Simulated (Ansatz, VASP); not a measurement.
# Al in VASP and in Ansatz

```xyz
1
Lattice="0.0248 1.9813 1.9813 1.9813 0.0248 1.9813 2.0060 2.0060 0.0000" Properties=species:S:1:pos:R:3 pbc="T T T"
Al    0.0000    0.0000    0.0000
```

Change from the starting cell: strain +0.0250 x Voigt [0, 0, 0, 0, 0, 1], atoms carried along.

Alike in both runs: task single point; functional PBEsol; dispersion D3(BJ); k mesh 26 × 26 × 26; occupations gaussian, width 0.15 eV; no spin polarisation.

|  | VASP | Ansatz |
| --- | --- | --- |
| version | VASP 6.6.1 | Ansatz 0.2.0 |
| potentials or method | VASP PAW PBE potentials, release 64 (Al), cutoff 520 eV | scalar-relativistic, plane waves, PAW |
| valence electrons in the cell | 3 | 3 |

```tsv
	VASP	Ansatz	Ansatz less VASP
gap on the k mesh at the Fermi level (eV)	none	none	-
pressure (GPa)	0.2	0.1	-0.08
traceless stress, the component that is largest in VASP (GPa)	-1.32	-1.31	+0.012
```

VASP's potentials were made for PBE, not for PBEsol. A gap of «none» marks a metal or a gap that the smearing closes.
